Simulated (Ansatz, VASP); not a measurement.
# Two plane-wave programs on P

The input INCAR:

```
SYSTEM = P
PREC = Accurate
ENCUT = 600
EDIFF = 1E-6
ISMEAR = 0
SIGMA = 0.2
LREAL = .False.
LASPH = .True.
NELM = 60
ALGO = Normal
ISIF = 3
LWAVE = .False.
LCHARG = .False.
GGA = PE
IBRION = 2
NSW = 80
EDIFFG = -0.025
```

The input KPOINTS:

```
regular mesh
0
Gamma
  8 4 4
  0 0 0
```

The input POSCAR:

```
P
1.0
   -0.0138521104     -2.4046119511     -0.0277601360
   -5.0032733872     -0.0277042207      0.0314662522
    0.0314662522     -0.0555202719     -4.7687599282
P
4
Direct
   -0.0344390602      0.0322739785      0.0118950211
    0.0141152879     -0.0210591727      0.5272520183
    1.0458459133      0.5218686208     -0.0157914440
    0.9744778590      0.4669165734      0.4766444046
```

Input for Ansatz:

```yaml
crystal:
  lattice:
    - [-0.0138521104, -2.4046119511, -0.027760136]
    - [-5.0032733872, -0.0277042207, 0.0314662522]
    - [0.0314662522, -0.0555202719, -4.7687599282]
  atoms:
    - { symbol: P, position: [-0.0344390602, 0.0322739785, 0.0118950211] }
    - { symbol: P, position: [0.0141152879, -0.0210591727, 0.5272520183] }
    - { symbol: P, position: [1.0458459133, 0.5218686208, -0.015791444] }
    - { symbol: P, position: [0.974477859, 0.4669165734, 0.4766444046] }
basis:
  ecutwfc: 420
kpoints:
  mp_grid: { grid: [8, 4, 4] }
hamiltonian:
  xc: pbe
scf:
  occupations: { method: gaussian, width: 0.2 }
  lower_state_search: "off"
output:
  forces: true
  stress: true
  eigenvalues: true
relax:
  adjacent_minimum: "off"
  f_tol: 0.025
  max_steps: 60
  cell: { stress_tol: 0.25 }
```

Change from the starting cell: cell x4, atoms moved at random (sigma 0.15 Å) and cell strained at random (1.5 %), then relaxed without symmetry.

Alike in both runs: task relaxation of cell and atoms; functional PBE; k mesh 8 × 4 × 4; occupations gaussian, width 0.2 eV; no spin polarisation.

|  | VASP | Ansatz |
| --- | --- | --- |
| version | VASP 6.6.1 | Ansatz 0.2.0 |
| potentials or method | VASP PAW PBE potentials, release 64 (P), cutoff 600 eV | scalar-relativistic, plane waves, PAW |
| valence electrons in the cell | 20 | 20 |

```csv
,VASP,Ansatz,Ansatz less VASP
"gap on the k mesh at the Fermi level, each at its own relaxed structure (eV)",none,none,-
relaxed volume (Å³/atom),14.67,14.71,+0.030
relaxed length of the cell vector where the two differ most in proportion (Å),4.877,4.912,+0.0341
```

A gap of «none» marks a metal or a gap that the smearing closes.
